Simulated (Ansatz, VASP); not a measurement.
## SnSe in VASP and in Ansatz

The input INCAR:

```
SYSTEM = SnSe
PREC = Accurate ; ENCUT = 500
EDIFF = 1E-6 ; ISMEAR = 0
SIGMA = 0.05 ; LREAL = .FALSE.
LASPH = .TRUE. ; NELM = 120
ALGO = Normal ; ISIF = 2
LWAVE = .FALSE. ; LCHARG = .FALSE.
GGA = CA ; NBANDS = 28
GGA_COMPAT = .FALSE.
```

Contents of KPOINTS:

```
Automatic mesh
0
G
  6 6 4
  0 0 0
```

POSCAR

```
SnSe
1.0
    3.9804039910      0.0000000000      0.0000000000
    0.0000000000      4.3993938848      0.0000000000
    0.0000000000      0.0000000000     10.9796229414
Sn Se
2 2
Direct
    0.5000000000      0.0000000000      0.3781633338
    0.0000000000      0.5000000000      0.6218366662
    0.5000000000      0.0000000000      0.6217782129
    0.0000000000      0.5000000000      0.3782217871
```

Input for Ansatz:

```yaml
crystal:
  lattice:
    - [3.980403991, 0.0, 0.0]
    - [0.0, 4.3993938848, 0.0]
    - [0.0, 0.0, 10.9796229414]
  atoms:
    - { symbol: Sn, position: [0.5, 0.0, 0.3781633338] }
    - { symbol: Sn, position: [0.0, 0.5, 0.6218366662] }
    - { symbol: Se, position: [0.5, 0.0, 0.6217782129] }
    - { symbol: Se, position: [0.0, 0.5, 0.3782217871] }
basis:
  ecutwfc: 420
kpoints:
  mp_grid: { grid: [6, 6, 4] }
hamiltonian:
  xc: lda
scf:
  occupations: { method: gaussian, width: 0.05 }
output:
  forces: true
  stress: true
  eigenvalues: true
  write_density: true
  write_potential: true
  elf: true
  volumetric_format: npy
```

Change from the starting cell: strain -0.0500 x Voigt [1, -1, 0, 0, 0, 0], atoms carried along.

Alike in both runs: task single point; functional LDA; k mesh 6 × 6 × 4; occupations gaussian, width 0.05 eV; no spin polarisation.

|  | VASP | Ansatz |
| --- | --- | --- |
| version | VASP 6.6.1 | Ansatz 0.2.0 |
| potentials or method | VASP PAW LDA potentials, release 64 (Sn_d, Se), cutoff 500 eV | scalar-relativistic, plane waves, PAW |
| valence electrons in the cell | 40 | 60 |

VASP gave:

| Quantity | Value |
| --- | --- |
| gap on the k mesh at the Fermi level (eV) | 0.81 |
| least direct gap on the mesh (eV) | 1.40 |
| rms of the force components (eV/Å) | 0.004 |

Question: Which values does Ansatz return?

Answer: gap on the k mesh at the Fermi level (eV): 0.81; least direct gap on the mesh (eV): 1.41; rms of the force components (eV/Å): 0.016.

LDA's correlation is that of Perdew and Zunger in VASP and of Perdew and Wang (1992) in Ansatz. Atom by atom the forces differ by 0.013 eV/Å (rms over components). VASP's potentials hold 40 valence electrons a cell and Ansatz's 60, so a difference there can come from the potentials and not from the codes. Ansatz's warnings: xc potential rough in thin density.
